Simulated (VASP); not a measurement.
# Al3C2 (P6/mmm) in VASP: a series of runs, part 2 of 2

VASP 6.6.1. Earlier steps stand in the parts before.

### Step 4. Relaxation of cell and atoms, PBE

INCAR

```
SYSTEM = Al3C2
PREC = Accurate
ENCUT = 600
EDIFF = 1E-6
ISMEAR = 0
SIGMA = 0.1
LREAL = .False.
LASPH = .True.
NELM = 100
ALGO = Normal
ISIF = 3
LWAVE = .False.
LCHARG = .False.
GGA = PE
IBRION = 2
NSW = 100
EDIFFG = -0.01
```

KPOINTS

```
Automatic mesh
0
Gamma
  12 12 14
  0 0 0
```

POSCAR

```
Al3C2
1.0
    5.3341429370      0.0000000000      0.0000000000
   -2.6670714685      4.6195032909      0.0000000000
    0.0000000000      0.0000000000      2.8804030503
Al C
3 2
Direct
    0.5000000000      0.0000000000      0.5000000000
    0.0000000000      0.5000000000      0.5000000000
    0.5000000000      0.5000000000      0.5000000000
    0.3333333333      0.6666666667      0.0000000000
    0.6666666667      0.3333333333      0.0000000000
```

Potentials or basis: VASP PAW PBE potentials, release 64 (Al, C).

The run is started by

```console
$ cat potpaw_PBE.64/Al/POTCAR potpaw_PBE.64/C/POTCAR > POTCAR
$ mpirun -np 1 vasp_std > vasp.out
```

OUTCAR:

```text
SYSTEM = Al3C2
   PREC = Accurate
   ENCUT = 600
   EDIFF = 1E-6
   ISMEAR = 0
   LREAL = .False.
   LASPH = .True.
   NELM = 100
   ISIF = 3
   GGA = PE
   IBRION = 2
   NSW = 100
   EDIFFG = -0.01

 ion  position               nearest neighbor table
   1  0.500  0.000  0.500-   4 2.11   5 2.11   4 2.11   5 2.11   2 2.67   3 2.67   3 2.67   2 2.67

   2  0.000  0.500  0.500-   4 2.11   5 2.11   4 2.11   5 2.11   3 2.67   3 2.67   1 2.67   1 2.67

   3  0.500  0.500  0.500-   4 2.11   5 2.11   4 2.11   5 2.11   2 2.67   2 2.67   1 2.67   1 2.67

   4  0.333  0.667  0.000-   2 2.11   2 2.11   1 2.11   1 2.11   3 2.11   3 2.11
   5  0.667  0.333  0.000-   2 2.11   2 2.11   1 2.11   1 2.11   3 2.11   3 2.11

  LATTYP: Found a hexagonal cell.
 ALAT       =     5.3341429370
 C/A-ratio  =     0.5399936005

  Lattice vectors:

 A1 = (   5.3341429370,   0.0000000000,   0.0000000000)
 A2 = (  -2.6670714685,   4.6195032909,   0.0000000000)
 A3 = (   0.0000000000,   0.0000000000,   2.8804030503)

Analysis of symmetry for initial positions (statically):
=====================================================================
 Subroutine PRICEL returns:
 Original cell was already a primitive cell.

 Routine SETGRP: Setting up the symmetry group for a
 hexagonal supercell.

 Subroutine GETGRP returns: Found 24 space group operations
 (whereof 24 operations were pure point group operations)
 out of a pool of 24 trial point group operations.

The static configuration has the point symmetry D_6h.

Analysis of symmetry for dynamics (positions and initial velocities):
=====================================================================
 Subroutine PRICEL returns:
 Original cell was already a primitive cell.

 Routine SETGRP: Setting up the symmetry group for a
 hexagonal supercell.

 Subroutine GETGRP returns: Found 24 space group operations
 (whereof 24 operations were pure point group operations)
 out of a pool of 24 trial point group operations.
[... 148 lines left out ...]

 number of electron      16.9999999 magnetization

 Free energy of the ion-electron system (eV)
  ---------------------------------------------------
  ext. energy  EPLUGINS =         0.00000000
  ---------------------------------------------------
  free energy    TOTEN  =       -27.26819521 eV

  energy without entropy =      -27.26106767  energy(sigma->0) =      -27.26463144

------------------------ aborting loop because EDIFF is reached ----------------------------------------

  FORCE on cell =-STRESS in cart. coord.  units (eV):
  Direction    XX          YY          ZZ          XY          YZ          ZX
  --------------------------------------------------------------------------------------
  -------------------------------------------------------------------------------------
  Total       -0.1720217     -0.1720217     -0.3980963      0.0000000      0.0000000      0.0000000
  in kB       -3.8831186     -3.8831186     -8.9863966      0.0000000      0.0000000      0.0000000
  external PRESSURE =      -5.5842113 kB  Pullay stress =       0.0000000 kB
[... 65 lines left out ...]
--------------------------------------- Ionic step        3  -------------------------------------------

 number of electron      16.9999999 magnetization

 Free energy of the ion-electron system (eV)
  ---------------------------------------------------
  ext. energy  EPLUGINS =         0.00000000
  ---------------------------------------------------
  free energy    TOTEN  =       -27.26881227 eV

  energy without entropy =      -27.26158297  energy(sigma->0) =      -27.26519762

 E-fermi :   6.3497     XC(G=0):  -9.7098

 val. band max:        6.3496893586   @ k =   0.4167   0.1667   0.5000
 cond. band min:       6.3524545005   @ k =   0.1667   0.0833   0.0000
 fundamental gap:      0.0027651419
 Fermi energy:         6.3497392276

 k-point     1 :       0.0000    0.0000    0.0000
  band No.  band energies     occupation
      1      -7.8577      2.00000
      2      -5.2218      2.00000
      3      -0.2119      2.00000
      4      -0.2119      2.00000
      5       2.2668      2.00000
      6       2.2668      2.00000
      7       5.2745      2.00000
      8       5.2914      2.00000
      9       6.0646      1.99994
     10       9.7351      0.00000
     11       9.7351      0.00000
     12      11.3749      0.00000
[... 331 lines left out ...]
 k-point    24 :       0.3333    0.0000    0.0714
  band No.  band energies     occupation
      1      -7.3600      2.00000
      2      -5.9302      2.00000
      3      -0.5753      2.00000
      4       0.0990      2.00000
      5       2.5421      2.00000
      6       3.5093      2.00000
      7       4.8180      2.00000
      8       5.4196      2.00000
      9       7.1364      0.00000
     10       8.0003      0.00000
     11       8.7785      0.00000
     12      11.7335      0.00000

 [... further k-points ...]

------------------------ aborting loop because EDIFF is reached ----------------------------------------

  FORCE on cell =-STRESS in cart. coord.  units (eV):
  Direction    XX          YY          ZZ          XY          YZ          ZX
  --------------------------------------------------------------------------------------
  -------------------------------------------------------------------------------------
  Total       -0.0430255     -0.0430255      0.0396190      0.0000000      0.0000000      0.0000000
  in kB       -0.9753385     -0.9753385      0.8981175      0.0000000      0.0000000      0.0000000
  external PRESSURE =      -0.3508531 kB  Pullay stress =       0.0000000 kB
[... 20 lines left out ...]
  FREE ENERGIE OF THE ION-ELECTRON SYSTEM (eV)
  ---------------------------------------------------
  free  energy   TOTEN  =       -27.2688122697 eV

  energy  without entropy=      -27.2615829693  energy(sigma->0) =      -27.26519762

 reached required accuracy - stopping structural energy minimisation
```

OSZICAR:

```text
N       E                     dE             d eps       ncg     rms          rms(c)
DAV:   1     0.549310484921E+02    0.54931E+02   -0.74300E+03  3648   0.129E+03
DAV:   2    -0.258626935187E+02   -0.80794E+02   -0.75102E+02  5144   0.195E+02
DAV:   3    -0.328306733102E+02   -0.69680E+01   -0.68512E+01  4712   0.585E+01
DAV:   4    -0.330128714603E+02   -0.18220E+00   -0.18171E+00  4408   0.109E+01
[... 18 lines left out ...]
DAV:   1    -0.272688957582E+02   -0.38786E-03   -0.45766E-03  4068   0.619E-01    0.631E-02
DAV:   2    -0.272688230855E+02    0.72673E-04   -0.19544E-04  4324   0.101E-01    0.297E-02
DAV:   3    -0.272688156513E+02    0.74342E-05   -0.20491E-05  4476   0.333E-02    0.108E-02
DAV:   4    -0.272688127673E+02    0.28840E-05   -0.25280E-06  3336   0.111E-02    0.331E-03
DAV:   5    -0.272688122697E+02    0.49765E-06   -0.65142E-07  2268   0.589E-03
   3 F= -.27268812E+02 E0= -.27265198E+02  d E =-.617060E-03
```

Run time: 95 s. Hardware: 1 thread of Intel Xeon 6975P-C (Granite Rapids), shared host; peak memory 0.33 GiB.

What came out:

* Free energy: -27.2688 eV
* Relaxed volume: 14.14 Å³/atom
* Relaxed cell: a = 5.329 Å, b = 5.329 Å, c = 2.874 Å, α = 90.00°, β = 90.00°, γ = 120.00°
* Space group after relaxing (to 0.1 Å): P6/mmm (No. 191)
* Energy gained by relaxing: 0.1 meV/atom
* Ionic steps: 3
* Pressure after relaxing: 0.0 GPa
* Band gap on the k mesh: zero (an odd number of electrons rules out a gap without spin polarisation)

The path:
| step | energy change (eV) | largest force (eV/Å) | pressure (GPa) | volume (Å³) |
| --- | --- | --- | --- | --- |
| 1 | 0.0000 | 0.0000 | -0.56 | 70.98 |
| 2 | -0.0003 | 0.0000 | 0.34 | 70.47 |
| 3 | -0.0006 | 0.0000 | -0.04 | 70.68 |

Final structure:
```cif
data_structure
_symmetry_space_group_name_H-M 'P 1'
_symmetry_Int_Tables_number 1
_cell_length_a 5.3289
_cell_length_b 5.3289
_cell_length_c 2.8739
_cell_angle_alpha 90.000
_cell_angle_beta 90.000
_cell_angle_gamma 120.000
_cell_volume 70.68
loop_
_atom_site_label
_atom_site_type_symbol
_atom_site_fract_x
_atom_site_fract_y
_atom_site_fract_z
_atom_site_occupancy
Al1 Al 0.50000 0.00000 0.50000 1
Al2 Al 0.00000 0.50000 0.50000 1
Al3 Al 0.50000 0.50000 0.50000 1
C1 C 0.33333 0.66667 0.00000 1
C2 C 0.66667 0.33333 0.00000 1
```

### Step 5. Overview

| task | cell | k mesh | cutoff (eV) | gap on the mesh (eV) | pressure (GPa) | relaxed volume (Å³/atom) |
| --- | --- | --- | --- | --- | --- | --- |
| relaxation of cell and atoms | relaxed from a = 5.334, b = 5.334, c = 2.880 Å, angles 90.0, 90.0, 120.0°, 5 atoms | 6 × 6 × 6 | 600 | none | -0.3 | 14.20 |
| single point | a = 5.330, b = 5.330, c = 2.875 Å, angles 90.0, 90.0, 120.0°, 5 atoms | 12 × 12 × 14 | 520 | none | 0.0 | - |
| relaxation of cell and atoms | relaxed from a = 5.334, b = 5.334, c = 2.880 Å, angles 90.0, 90.0, 120.0°, 5 atoms | 12 × 12 × 14 | 600 | none | 0.0 | 14.14 |

Alike in all rows: level PBE; potentials or basis VASP PAW PBE potentials, release 64 (Al, C); no spin polarisation; smearing gaussian 0.1 eV.

Caveats: some runs use coarse meshes.

Absolute energies hang on the potentials; compare differences alone.

The gap in the log of VASP goes by the Fermi energy; the results here count the filled bands.